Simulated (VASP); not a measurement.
Crystal: As.

```
CELL_PARAMETERS angstrom
1.89325 1.09307 3.53733
-1.89325 1.09307 3.53733
0.00000 -2.18614 3.53733
ATOMIC_POSITIONS crystal
As 0.22600 0.22600 0.22600
As 0.77400 0.77400 0.77400
```

This cell differs from its parent crystal: volume scaled by 1.02.

Base run:

| Item | Value |
| --- | --- |
| Program | VASP 6.6.1 |
| Functional | PBEsol |
| Potentials or basis | VASP PAW PBE potentials, release 64 (As) |
| Cutoff | 520 eV |
| k mesh | 9 × 9 × 9 |
| Occupations | fermi-dirac, width 0.1 eV |
| Spin | no spin polarisation |

Its results: band gap on the k mesh zero (band 5 reaches 5.10 eV, above the bottom of band 6 at 5.00 eV); pressure -0.8 GPa; largest force 0.300 eV/Å.

**Question.** The run is repeated on the same cell with these changes: functional from PBEsol to r2SCAN; occupations from fermi-dirac, width 0.1 eV to fermi-dirac, width 0.05 eV. What comes out?

**Answer.** Band gap on the k mesh zero (band 5 reaches 5.24 eV, above the bottom of band 6 at 5.15 eV); pressure 0.4 GPa; largest force 0.060 eV/Å.

Caveats: the PAW data sets were made with another functional, which shifts forces and pressure a little.
